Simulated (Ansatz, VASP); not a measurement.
Hf3H2 in VASP and in Ansatz

File INCAR:

```
SYSTEM = Hf3H2
  PREC = Accurate
  ENCUT = 600
  EDIFF = 1E-6
  ISMEAR = 0
  SIGMA = 0.1
  LREAL = .False.
  LASPH = .True.
  NELM = 80
  ALGO = Normal
  ISIF = 3
  LWAVE = .False.
  LCHARG = .False.
  GGA = PE
  IBRION = 2
  NSW = 100
  EDIFFG = -0.01
```

File KPOINTS:

```
regular mesh
0
Gamma
  12 12 6
  0 0 0
```

The input POSCAR:

```
Hf3H2
1.0
    3.1884096023      0.0000000000      0.0000000000
   -1.5942048011      2.7612437132      0.0000000000
    0.0000000000      0.0000000000      7.8893722544
Hf H
3 2
Direct
    0.0000000000      0.0000000000      0.0000000000
    0.3333333333      0.6666666667      0.6616152733
    0.6666666667      0.3333333333      0.3383847267
    0.3333333333      0.6666666667      0.1621509198
    0.6666666667      0.3333333333      0.8378490802
```

Input for Ansatz:

```yaml
crystal:
  lattice:
    - [3.1884096023, 0.0, 0.0]
    - [-1.5942048011, 2.7612437132, 0.0]
    - [0.0, 0.0, 7.8893722544]
  atoms:
    - { symbol: Hf, position: [0.0, 0.0, 0.0] }
    - { symbol: Hf, position: [0.3333333333, 0.6666666667, 0.6616152733] }
    - { symbol: Hf, position: [0.6666666667, 0.3333333333, 0.3383847267] }
    - { symbol: H, position: [0.3333333333, 0.6666666667, 0.1621509198] }
    - { symbol: H, position: [0.6666666667, 0.3333333333, 0.8378490802] }
basis:
  ecutwfc: 420
kpoints:
  mp_grid: { grid: [12, 12, 6] }
hamiltonian:
  xc: pbe
scf:
  occupations: { method: gaussian, width: 0.1 }
output:
  forces: true
  stress: true
  eigenvalues: true
relax:
  adjacent_minimum: "off"
  f_tol: 0.01
  max_steps: 80
  cell: { stress_tol: 0.05 }
```

Alike in both runs: task relaxation of cell and atoms; functional PBE; k mesh 12 × 12 × 6; occupations gaussian, width 0.1 eV; no spin polarisation.

|  | VASP | Ansatz |
| --- | --- | --- |
| version | VASP 6.6.1 | Ansatz 0.2.0 |
| potentials or method | VASP PAW PBE potentials, release 64 (Hf_pv, H), cutoff 600 eV | scalar-relativistic, plane waves, PAW |
| valence electrons in the cell | 32 | 80 |

Ansatz gave:

| Property | Result |
| --- | --- |
| gap on the k mesh at the Fermi level, each at its own relaxed structure (eV) | none |
| relaxed volume (Å³/atom) | 13.92 |
| relaxed length of the cell vector where the two differ most in proportion (Å) | 7.882 |

Which values does VASP return?

gap on the k mesh at the Fermi level, each at its own relaxed structure (eV): none; relaxed volume (Å³/atom): 13.85; relaxed length of the cell vector where the two differ most in proportion (Å): 7.867.

A gap of «none» marks a metal or a gap that the smearing closes. VASP's potentials hold 32 valence electrons a cell and Ansatz's 80, so a difference there can come from the potentials and not from the codes.

Spin-orbit coupling is off throughout.
